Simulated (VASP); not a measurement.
Input of a VASP 6.6.1 run:

The input INCAR:

```
PREC = Accurate
ENCUT = 520
EDIFF = 1E-7
ISMEAR = 0
SIGMA = 0.05
LREAL = F
LASPH = T
NELM = 60
ALGO = Normal
ISIF = 2
LWAVE = F
LCHARG = F
GGA = PE
IVDW = 12
NBANDS = 11
```

KPOINTS

```
Automatic mesh
0
Gamma
  12 12 12
```

POSCAR

```
BN
1.0
    0.0000000000      3.5973481379      1.8690426820
    1.3506608539      0.0000000000      1.8690426820
    1.3506608539      3.5973481379      0.0000000000
B N
1 1
Direct
    0.0001068737      0.0001068737      0.9998931263
    0.6665931163      0.6665931163      0.3334068837
```

Potentials or basis: VASP PAW PBE potentials, release 64 (B, N).

Launch:

```console
$ cat potpaw_PBE.64/B/POTCAR potpaw_PBE.64/N/POTCAR > POTCAR
$ mpirun -np 1 vasp_std > vasp.out
```

Q: Predict the dispersion energy per atom.

A: -0.135 eV.

Q: Predict the pressure.

A: 42.9 GPa.

Q: What does it give for the band gap on the k mesh?

A: 4.05 eV (least direct gap 4.79 eV).

Q: Predict the largest force.

A: 7.149 eV/Å.

Stress tensor (GPa, compression positive):
```
-30.92   0.00   0.00
  0.00  -2.26   0.00
  0.00   0.00 161.80
```

Caveat: the cell stands under pressure; forces of over 1 eV/Å act on the atoms, so gaps and moduli don't describe the material at rest. A k mesh can miss the band edges.
